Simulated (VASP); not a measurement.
# NiO2 (P-3m1) in VASP: relaxation of shape and atoms at fixed volume with r2SCAN

Aim: the relaxation of shape and atoms at fixed volume of NiO2 with r2SCAN.

All numbers are computed with VASP 6.6.1; they aren't measurements. Logs are shortened: lines on timing, memory, paths and dates and some standing lists are left out, and cuts for length are marked.

## (1) The cell of the first run

The structure is trigonal, space group P-3m1 (No. 164). The conventional cell has a = 2.804 Å, b = 2.804 Å, c = 4.788 Å, α = 90.00°, β = 90.00°, γ = 120.00°. Ni (site symmetry -3m) has 6 O at 1.88 Å within 2.5 Å. Within 2.5 Å of O (site symmetry 3m) lie 3 Ni at 1.88 Å and 3 O at 2.49 Å.

## (2) Relaxation of shape and atoms at fixed volume, r2SCAN (10.87 Å³/atom)

File POSCAR:

```
NiO2
1.0
    2.8038530439      0.0000000000      0.0000000000
   -1.4019265220      2.4282079645      0.0000000000
    0.0000000000      0.0000000000      4.7876926157
Ni O
1 2
Direct
    0.0000000000      0.0000000000      0.5000000000
    0.6666666667      0.3333333333      0.6981843551
    0.3333333333      0.6666666667      0.3018156449
```

File INCAR.step1:

```
PREC     = Accurate       # precision mode
ENCUT    = 770            # plane-wave cutoff, eV
ISMEAR   = 0              # smearing method
SIGMA    = 0.02           # smearing width, eV
LREAL    = False          # projectors in reciprocal space
LASPH    = True           # aspherical terms in the spheres
NELM     = 120            # most SCF steps
GGA      = PE             # functional
ALGO     = Normal         # electronic algorithm
EDIFF    = 1E-5           # SCF threshold, eV
LWAVE    = True           # write WAVECAR
LCHARG   = False          # write CHGCAR
GGA_COMPAT= False        
IBRION   = 2              # ionic algorithm
ISIF     = 3              # what is computed and relaxed
EDIFFG   = -0.005         # ionic threshold
NELMIN   = 4            
NSW      = 100            # ionic steps
```

File INCAR.step2:

```
PREC     = Accurate       # precision mode
ENCUT    = 770            # plane-wave cutoff, eV
EDIFF    = 1E-7           # SCF threshold, eV
ISMEAR   = 0              # smearing method
SIGMA    = 0.02           # smearing width, eV
LREAL    = False          # projectors in reciprocal space
LASPH    = True           # aspherical terms in the spheres
NELM     = 120            # most SCF steps
ALGO     = Normal         # electronic algorithm
ISIF     = 4              # what is computed and relaxed
LWAVE    = False          # write WAVECAR
LCHARG   = False          # write CHGCAR
METAGGA  = R2SCAN         # meta-GGA
LMIXTAU  = True         
IBRION   = 2              # ionic algorithm
NSW      = 50             # ionic steps
EDIFFG   = -0.01          # ionic threshold
ISTART   = 1            
GGA_COMPAT= False        
NELMIN   = 4
```

File KPOINTS:

```
Automatic mesh
0
Gamma
  12 12 6
```

Potentials or basis: VASP PAW PBE potentials, release 64 (Ni_sv_GW, O).

On the command line:

```console
$ cat potpaw_PBE.64/Ni_sv_GW/POTCAR potpaw_PBE.64/O/POTCAR > POTCAR
$ cp INCAR.step1 INCAR
$ mpirun -np 1 vasp_std > vasp.out
$ cp INCAR.step2 INCAR
$ mpirun -np 1 vasp_std > vasp.out
```

OUTCAR:

```text
PREC = Accurate
   ENCUT = 770
   EDIFF = 1E-7
   ISMEAR = 0
   LREAL = False
   LASPH = True
   NELM = 120
   ISIF = 4
   METAGGA = R2SCAN
   IBRION = 2
   NSW = 50
   EDIFFG = -0.01
   ISTART = 1
   NELMIN = 4

 ion  position               nearest neighbor table
   1  0.000  0.000  0.500-   2 1.88   3 1.88   2 1.88   3 1.88   2 1.88   3 1.88
   2  0.667  0.333  0.698-   1 1.88   1 1.88   1 1.88
   3  0.333  0.667  0.302-   1 1.88   1 1.88   1 1.88

  LATTYP: Found a hexagonal cell.
 ALAT       =     2.8038530439
 C/A-ratio  =     1.7075404954

  Lattice vectors:

 A1 = (   2.8038530439,   0.0000000000,   0.0000000000)
 A2 = (  -1.4019265220,   2.4282079645,   0.0000000000)
 A3 = (   0.0000000000,   0.0000000000,   4.7876926157)

Analysis of symmetry for initial positions (statically):
=====================================================================
 Subroutine PRICEL returns:
 Original cell was already a primitive cell.

 Routine SETGRP: Setting up the symmetry group for a
 hexagonal supercell.

 Subroutine GETGRP returns: Found 12 space group operations
 (whereof 12 operations were pure point group operations)
 out of a pool of 24 trial point group operations.

The static configuration has the point symmetry D_3d.

Analysis of symmetry for dynamics (positions and initial velocities):
=====================================================================
 Subroutine PRICEL returns:
 Original cell was already a primitive cell.

 Routine SETGRP: Setting up the symmetry group for a
 hexagonal supercell.

 Subroutine GETGRP returns: Found 12 space group operations
 (whereof 12 operations were pure point group operations)
 out of a pool of 24 trial point group operations.

The dynamic configuration has the point symmetry D_3d.

 Subroutine INISYM returns: Found 12 space group operations
 (whereof 12 operations are pure point group operations),
 and found     1 'primitive' translations

----------------------------------------------------------------------------------------

                                     Primitive cell

  volume of cell :      32.5962

  direct lattice vectors                    reciprocal lattice vectors
     2.803853044  0.000000000  0.000000000     0.356652073  0.205913170  0.000000000
    -1.401926522  2.428207964  0.000000000     0.000000000  0.411826341  0.000000000
     0.000000000  0.000000000  4.787692616     0.000000000  0.000000000  0.208868881

  length of vectors
     2.803853044  2.803853044  4.787692616     0.411826341  0.411826341  0.208868881

  position of ions in fractional coordinates (direct lattice)
     0.000000000  0.000000000  0.500000000
     0.666666667  0.333333333  0.698184355
     0.333333333  0.666666667  0.301815645

  ion indices of the primitive-cell ions
   primitive index   ion index
                 1           1
                 2           2
                 3           3

----------------------------------------------------------------------------------------

 KPOINTS: Automatic mesh

Automatic generation of k-mesh.
 Grid dimensions read from file:
 generate k-points for:   12   12    6

 Generating k-lattice:

  Cartesian coordinates                     Fractional coordinates (reciprocal lattice)
     0.029721006  0.017159431  0.000000000     0.083333333 -0.000000000  0.000000000
     0.000000000  0.034318862  0.000000000     0.000000000  0.083333333  0.000000000
     0.000000000  0.000000000  0.034811480     0.000000000  0.000000000  0.166666667

  Length of vectors
     0.034318862  0.034318862  0.034811480

  Shift w.r.t. Gamma in fractional coordinates (k-lattice)
     0.000000000  0.000000000  0.000000000

 Subroutine IBZKPT returns following result:
 ===========================================

 Found    100 irreducible k-points:

 Following reciprocal coordinates:
            Coordinates               Weight
  0.000000  0.000000  0.000000      1.000000
  0.083333  0.000000  0.000000      6.000000
  0.166667 -0.000000  0.000000      6.000000
  0.250000  0.000000  0.000000      6.000000
  0.333333 -0.000000  0.000000      6.000000
  0.416667 -0.000000  0.000000      6.000000
[... 16 lines left out ...]
  0.166667 -0.000000  0.166667      6.000000
  0.000000  0.166667  0.166667      6.000000
 [... further k-points ...]
   k-points           NKPTS =    100   k-points in BZ     NKDIM =    100   number of bands    NBANDS=     19
   number of dos      NEDOS =    301   number of ions     NIONS =      3
   total plane-waves  NPLWV =  37632
   dimension x,y,z NGX =    28 NGY =   28 NGZ =   48
   dimension x,y,z NGXF=    56 NGYF=   56 NGZF=   96
   ions per type =               1   2
   NGX,Y,Z   is equivalent  to a cutoff of  16.60, 16.60, 16.67 a.u.
   NGXF,Y,Z  is equivalent  to a cutoff of  33.20, 33.20, 33.33 a.u.
 SYSTEM =  unknown system
   PREC   = accura    normal or accurate (medium, high low for compatibility)
   ISTART =      1    job   : 0-new  1-cont  2-samecut
   ICHARG =      0    charge: 1-file 2-atom 10-const
   ISPIN  =      1    spin polarized calculation?
   LNONCOLLINEAR =      F non collinear calculations
   LSORBIT =      F    spin-orbit coupling
   LASPH  =      T    aspherical Exc in radial PAW
   ENCUT  =  770.0 eV  56.59 Ry    7.52 a.u.   6.34  6.34 10.83*2*pi/ulx,y,z
   NELM   =    120;   NELMIN=  4; NELMDL=  0     # of ELM steps
   EDIFF  = 0.1E-06   stopping-criterion for ELM
   LREAL  =      F    real-space projection
   EDIFFG = -.1E-01   stopping-criterion for IOM
   NSW    =     50    number of steps for IOM
   IBRION =      2    ionic relax: 0-MD 1-quasi-New 2-CG
   NFREE  =      1    steps in history (QN), initial steepest desc. (CG)
   ISIF   =      4    stress and relaxation
   ISYM   =      2    0-nonsym 1-usesym 2-fastsym
   POTIM  = 0.5000    time-step for ionic-motion
   TEBEG  =    0.0;   TEEND  =   0.0 temperature during run
   PSTRESS=    0.0 pullay stress
   NELECT =      30.0000    total number of electrons
   NUPDOWN=      -1.0000    fix difference up-down
   EMIN   =  10.00;   EMAX   =-10.00  energy-range for DOS
   EFERMI =   0.00;   METHOD = LEGACY
   ISMEAR =     0;   SIGMA  =   0.02  broadening in eV -4-tet -1-fermi 0-gaus
   EFERMI_NEDOS =   21; number of points for ismear=-14 and -15
   IALGO  =     38    algorithm
   IMIX   =      4    mixing-type and parameters
     AMIX     =   0.40;   BMIX     =  1.00
     AMIX_MAG =   1.60;   BMIX_MAG =  1.00
  volume/ion in A,a.u.               =      10.87        73.32
  Fermi-wavevector in a.u.,A,eV,Ry     =   1.592427  3.009250 34.501964  2.535823
  Thomas-Fermi vector in A             =   2.690814
   LORBIT       =      0    0 simple, 1 ext, 2 COOP (PROOUT), +10 PAW based schemes
   METAGGA = R2SCAN    functional components
   LHFCALC =     F    Hartree Fock is set to
   AEXX    =    0.0000 exact exchange contribution
   IVDW    =     0    specifies the selected vdW correction
   LEPSILON=     F    determine dielectric tensor
   LRPA    =     F    only Hartree local field effects (RPA)
 conjugate gradient relaxation of ions
 non-spin polarized calculation
 Gauss-broadening in eV      SIGMA  =   0.02
  energy-cutoff  :      770.00
  volume of cell :       32.60
 maximum number of plane-waves:      1605
 NGX is ok and might be reduce to    28
   NGX = 13   NGY = 13   NGZ = 21

--------------------------------------- Ionic step        1  -------------------------------------------

 number of electron      30.0000004 magnetization

 Free energy of the ion-electron system (eV)
  ---------------------------------------------------
  ext. energy  EPLUGINS =         0.00000000
  ---------------------------------------------------
  free energy    TOTEN  =       -27.55655381 eV

  energy without entropy =      -27.55655381  energy(sigma->0) =      -27.55655381

------------------------ aborting loop because EDIFF is reached ----------------------------------------

  FORCE on cell =-STRESS in cart. coord.  units (eV):
  Direction    XX          YY          ZZ          XY          YZ          ZX
  --------------------------------------------------------------------------------------
  -------------------------------------------------------------------------------------
  Total       -1.1892686     -1.1892686     -0.8664479      0.0000000      0.0000000      0.0000000
  in kB      -58.4551981    -58.4551981    -42.5878420      0.0000000      0.0000000      0.0000000
  external PRESSURE =     -53.1660794 kB  Pullay stress =       0.0000000 kB
[... 133 lines left out ...]
  energy  without entropy=      -27.5665609478  energy(sigma->0) =      -27.56656095

--------------------------------------- Ionic step        5  -------------------------------------------

 number of electron      30.0000004 magnetization

 Free energy of the ion-electron system (eV)
  ---------------------------------------------------
  ext. energy  EPLUGINS =         0.00000000
  ---------------------------------------------------
  free energy    TOTEN  =       -27.56697025 eV

  energy without entropy =      -27.56697025  energy(sigma->0) =      -27.56697025

 E-fermi :   1.4722     XC(G=0): -11.3746

 val. band max:        1.1194369934   @ k =   0.0833   0.0833   0.5000
 cond. band min:       2.6400969624   @ k =   0.2500   0.0000   0.3333
 fundamental gap:      1.5206599690
 Fermi energy:         1.4721581955

 k-point     1 :       0.0000    0.0000    0.0000
  band No.  band energies     occupation
      1    -106.6883      2.00000
      2     -65.6412      2.00000
      3     -65.6412      2.00000
      4     -65.3908      2.00000
      5     -19.3424      2.00000
      6     -16.9153      2.00000
[... 11 lines left out ...]
     18       9.7083      0.00000
     19      13.3882      0.00000
[... 489 lines left out ...]
      3     -65.6444      2.00000
      4     -65.3888      2.00000
      5     -18.9728      2.00000
      6     -16.9628      2.00000
[... 11 lines left out ...]
     18      11.0581      0.00000
     19      14.4366      0.00000

 [... further k-points ...]

------------------------ aborting loop because EDIFF is reached ----------------------------------------

  FORCE on cell =-STRESS in cart. coord.  units (eV):
  Direction    XX          YY          ZZ          XY          YZ          ZX
  --------------------------------------------------------------------------------------
  -------------------------------------------------------------------------------------
  Total       -0.2466745     -0.2466745     -0.2147734      0.0000000     -0.0000000      0.0000000
  in kB      -12.1245996    -12.1245996    -10.5565912      0.0000000     -0.0000000      0.0000000
  external PRESSURE =     -11.6019301 kB  Pullay stress =       0.0000000 kB
[... 18 lines left out ...]
  FREE ENERGIE OF THE ION-ELECTRON SYSTEM (eV)
  ---------------------------------------------------
  free  energy   TOTEN  =       -27.5669702465 eV

  energy  without entropy=      -27.5669702465  energy(sigma->0) =      -27.56697025

 reached required accuracy - stopping structural energy minimisation
```

Wall time 33 min (1 thread of Intel Xeon 6975P-C (Granite Rapids), shared host); peak memory 0.31 GiB.

Results:

```yaml
Free_energy: -27.5670 eV
Energy_gained_by_relaxing: 3.5 meV/atom
Ionic_steps: 5
Pressure_after_relaxing: -1.2 GPa
Band_gap_on_the_k_mesh: 1.52 eV (least direct gap 1.74 eV)
```

Step by step:
```tsv
step	energy change (eV)	largest force (eV/Å)	pressure (GPa)	volume (Å³)
1	0.0000	0.3500	-5.32	32.60
2	-0.0080	0.0377	-2.69	32.60
3	-0.0084	0.0364	-2.08	32.60
4	-0.0100	0.0136	-1.55	32.60
5	-0.0104	0.0019	-1.16	32.60
```

Final structure:
```
Ni O
1.0
     2.78559    0.00000    0.00000
    -1.39280    2.41239    0.00000
     0.00000    0.00000    4.85067
Ni O
1 2
Direct
  0.00000 0.00000 0.50000
  0.66667 0.33333 0.69361
  0.33333 0.66667 0.30639
```

Levels at points of the mesh, in eV from the valence-band top:
```tsv
k point	band 12	band 13	band 14	band 15	band 16	band 17	band 18	band 19
(0.00, 0.00, 0.00)	-0.84	-0.84	-0.69	-0.39	2.79	2.79	8.59	12.27
(0.50, 0.00, 0.00)	-1.96	-1.84	-1.72	-1.05	2.09	2.72	13.67	14.46
(0.00, 0.00, 0.50)	-1.64	-0.86	-0.86	-0.12	2.81	2.81	10.66	10.88
(0.50, 0.00, 0.50)	-1.96	-1.74	-1.44	-1.14	2.10	2.67	12.86	14.00
```

Caveat: the PAW data sets were made with another functional, which shifts forces and pressure a little; the run has no spin polarisation, though such a crystal can be magnetic.
